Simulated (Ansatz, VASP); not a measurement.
## NaHF2: VASP beside Ansatz

INCAR

```
SYSTEM = NaHF2
PREC = Accurate
ENCUT = 520
EDIFF = 1E-6
ISMEAR = 0
SIGMA = 0.05
LREAL = .False.
LASPH = .True.
NELM = 60
ALGO = Normal
ISIF = 2
LWAVE = .False.
LCHARG = .False.
GGA = PS
IVDW = 12
NBANDS = 19
```

Contents of KPOINTS:

```
Automatic mesh
0
Gamma
  9 9 9
  0 0 0
```

Contents of POSCAR:

```
NaHF2
1.0
    1.6739000000      0.9664266156      3.5822333333
   -1.6739000000      0.9664266156      3.5822333333
    0.0000000000     -1.9328532312      3.5822333333
Na H F
1 1 2
Direct
    0.0000000000      0.0000000000      0.0000000000
    0.5000000000      0.5000000000      0.5000000000
    0.4168825606      0.4168825606      0.4168825606
    0.5831174394      0.5831174394      0.5831174394
```

Input for Ansatz:

```yaml
crystal:
  lattice:
    - [1.6739, 0.9664266156, 3.5822333333]
    - [-1.6739, 0.9664266156, 3.5822333333]
    - [0.0, -1.9328532312, 3.5822333333]
  atoms:
    - { symbol: Na, position: [0.0, 0.0, 0.0] }
    - { symbol: H, position: [0.5, 0.5, 0.5] }
    - { symbol: F, position: [0.4168825606, 0.4168825606, 0.4168825606] }
    - { symbol: F, position: [0.5831174394, 0.5831174394, 0.5831174394] }
basis:
  ecutwfc: 520.0
kpoints:
  mp_grid: { grid: [9, 9, 9] }
hamiltonian:
  xc: pbesol
  pseudopotentials: { kind: paw }
  dispersion: d3bj
scf:
  occupations: { method: gaussian, width: 0.05 }
output:
  forces: true
  stress: true
  eigenvalues: true
```

Alike in both runs: task single point; functional PBEsol; dispersion D3(BJ); k mesh 9 × 9 × 9; occupations gaussian, width 0.05 eV; no spin polarisation.

|  | VASP | Ansatz |
| --- | --- | --- |
| version | VASP 6.6.1 | Ansatz 0.2.0 |
| potentials or method | VASP PAW PBE potentials, release 64 (Na_pv, H, F), cutoff 520 eV | scalar-relativistic, plane waves, PAW |
| valence electrons in the cell | 22 | 24 |

Ansatz gave:

| Property | Result |
| --- | --- |
| gap on the k mesh at the Fermi level (eV) | 6.58 |
| least direct gap on the mesh (eV) | 6.58 |
| rms of the force components (eV/Å) | 6.607 |

Q: Estimate VASP's values.

A: gap on the k mesh at the Fermi level (eV): 6.57; least direct gap on the mesh (eV): 6.57; rms of the force components (eV/Å): 6.913.

VASP's potentials were made for PBE, not for PBEsol. Atom by atom the forces differ by 0.306 eV/Å (rms over components). VASP's potentials hold 22 valence electrons a cell and Ansatz's 24, so a difference there can come from the potentials and not from the codes.
